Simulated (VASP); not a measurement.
# In3As: single point with PBE

In3As:

```
As In
1.0
     0.00000    3.68851    3.68851
     3.68851    0.00000    3.68851
     3.68851    3.68851    0.00000
As In
1 3
Direct
  0.00000 0.00000 0.00000
  0.50000 0.50000 0.50000
  0.25000 0.25000 0.25000
  0.75000 0.75000 0.75000
```

| Property | Result |
| --- | --- |
| Program | VASP 6.6.1 |
| Task | single point |
| Functional | PBE |
| Potentials or basis | VASP PAW PBE potentials, release 64 (As, In_d) |
| Cutoff | 500 eV |
| k mesh | 5 × 5 × 5 |
| Occupations | gaussian, width 0.01 eV |
| Spin | no spin polarisation |

```json
{"Pressure": "0.0 GPa", "Band gap on the k mesh": "zero (bands 22 and 23 overlap by 1.84 eV)"}
```

Levels at points of the mesh, in eV from the Fermi level:
```
           k point  band 18  band 19  band 20  band 21  band 22  band 23  band 24  band 25  band 26  band 27
(0.00, 0.00, 0.00)    -2.21    -2.04    -2.04    -2.04    -0.20    -0.20    -0.20     0.18     0.84     0.84
```

Wall time 42 s on 1 thread of Intel Xeon 8259CL (shared host), peak memory 0.24 GiB.

Caveat: spin-orbit coupling is left out, which moves the levels of the heavy elements.
